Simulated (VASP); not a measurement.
Al3GaN4: single point with PBEsol

Al3GaN4:

```
CELL_PARAMETERS angstrom
4.63994 0.00000 0.00011
0.00000 2.87967 0.00000
-0.00298 0.00000 4.98455
ATOMIC_POSITIONS crystal
Al 0.50023 0.50000 0.16733
Al 0.00092 0.50000 0.83481
Al 0.00109 0.00000 0.33169
Ga 0.49942 0.00000 0.66620
N 0.11117 0.00000 0.66633
N 0.12245 0.50000 0.16716
N 0.62512 0.50000 0.84019
N 0.62319 0.00000 0.32629
```

This cell differs from its parent crystal: strain -0.080 along x and y, -0.080 along z.

```json
{
  "Program": "VASP 6.6.1",
  "Task": "single point",
  "Functional": "PBEsol",
  "Potentials or basis": "VASP PAW PBE potentials, release 64 (Al, Ga_d, N)",
  "Cutoff": "520 eV",
  "k mesh": "6 × 8 × 4",
  "Occupations": "gaussian, width 0.05 eV",
  "Spin": "no spin polarisation",
  "Dipole correction": "no",
  "Further INCAR settings": "ALGO = Normal; EDIFF = 1e-06; NBANDS = 31"
}
```

```
Pressure               : 81.9 GPa
Largest force          : 0.255 eV/Å
Band gap on the k mesh : 4.90 eV (least direct gap 5.48 eV)
```

Forces on the atoms (eV/Å):
```
Al   0.002  0.000  0.119
Al   0.225  0.000  0.120
Al   0.135  0.000 -0.127
Ga  -0.119  0.000 -0.125
N   -0.251  0.000 -0.027
N   -0.036  0.000  0.035
N    0.042  0.000  0.082
N    0.002  0.000 -0.078
```

Stress tensor (GPa, compression positive):
```
79.48  0.00 -0.03
 0.00 83.29  0.00
-0.03  0.00 82.94
```

Levels at points of the mesh, in eV from the valence-band top:
| k point | band 17 | band 18 | band 19 | band 20 | band 21 | band 22 | band 23 | band 24 | band 25 | band 26 |
| --- | --- | --- | --- | --- | --- | --- | --- | --- | --- | --- |
| (0.00, 0.00, 0.00) | -1.15 | -0.98 | -0.17 | -0.07 | 0.00 | 5.53 | 6.01 | 6.59 | 8.02 | 9.56 |
| (0.50, 0.00, 0.00) | -1.57 | -0.93 | -0.92 | -0.37 | -0.28 | 5.57 | 5.97 | 7.64 | 8.08 | 10.01 |
| (0.00, 0.50, 0.00) | -3.30 | -2.46 | -2.29 | -1.98 | -1.83 | 5.71 | 5.77 | 8.61 | 8.89 | 10.04 |
| (0.50, 0.50, 0.00) | -3.67 | -1.48 | -1.47 | -1.42 | -1.05 | 6.96 | 7.21 | 7.41 | 7.46 | 9.90 |
| (0.00, 0.00, 0.50) | -1.94 | -0.79 | -0.76 | -0.52 | -0.21 | 7.16 | 7.29 | 8.17 | 8.61 | 8.94 |
| (0.50, 0.00, 0.50) | -1.70 | -1.62 | -1.50 | -1.43 | -0.83 | 7.02 | 7.14 | 7.27 | 7.64 | 10.32 |
| (0.00, 0.50, 0.50) | -2.76 | -2.56 | -2.43 | -1.00 | -0.76 | 5.80 | 5.97 | 6.48 | 6.51 | 8.91 |
| (0.50, 0.50, 0.50) | -2.04 | -1.90 | -1.76 | -1.70 | -1.41 | 5.44 | 5.70 | 5.88 | 5.89 | 9.40 |

Wall time 54 s on 1 thread of Intel(R) Xeon(R) 6975P-C (Granite Rapids), on a shared host, peak memory 0.26 GiB.

Caveat: the cell differs from its parent crystal (strain -0.080 along x and y, -0.080 along z); the cell stands under pressure; the PAW data sets were made with another functional, which shifts forces and pressure a little. A k mesh can miss the band edges.
